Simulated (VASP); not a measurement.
Set up this calculation in VASP 6.6.1, as the native input.

- Task: single point
- Functional: PBE
- Potentials or basis: VASP PAW PBE potentials, release 64 (Re)
- Cutoff: 520 eV
- k mesh: 16 × 16 × 16
- Occupations: fermi-dirac, width 0.1 eV
- Spin: no spin polarisation
- Dipole correction: no
- Further INCAR settings: ALGO = Normal; EDIFF = 1e-06; NBANDS = 14

The structure of Re lies in POSCAR:

```
Re
1.0
    0.0000000000      2.7877749542      2.7877749542
    2.7877749542      0.0000000000      2.7877749542
    2.7877749542      2.7877749542      0.0000000000
Re
2
Direct
    0.1250000000      0.1250000000      0.1250000000
    0.8750000000      0.8750000000      0.8750000000
```

This isn't the form of Re at room conditions, which is hcp.

One way to write it, as run:

INCAR

```
SYSTEM = Re
  PREC = Accurate
  ENCUT = 520
  EDIFF = 1E-6
  ISMEAR = -1
  SIGMA = 0.1
  LREAL = .False.
  LASPH = .True.
  NELM = 100
  ALGO = Normal
  ISIF = 2
  LWAVE = .False.
  LCHARG = .False.
  GGA = PE
  NBANDS = 14
```

KPOINTS

```
regular mesh
0
Gamma
  16 16 16
  0 0 0
```

Potentials or basis: VASP PAW PBE potentials, release 64 (Re).

Launch:

```console
$ cat potpaw_PBE.64/Re/POTCAR > POTCAR
$ mpirun -np 1 vasp_std > vasp.out
```

Results of the run:

The pressure is 5.9 GPa and the band gap on the k mesh is zero (bands 7 and 8 overlap by 1.51 eV).

Caveat: the cell stands under pressure; spin-orbit coupling is left out, which moves the levels of the heavy elements.

It took 52 s on 1 thread of Intel(R) Xeon(R) Platinum 8488C (Sapphire Rapids), on a shared host, peak memory 0.22 GiB.
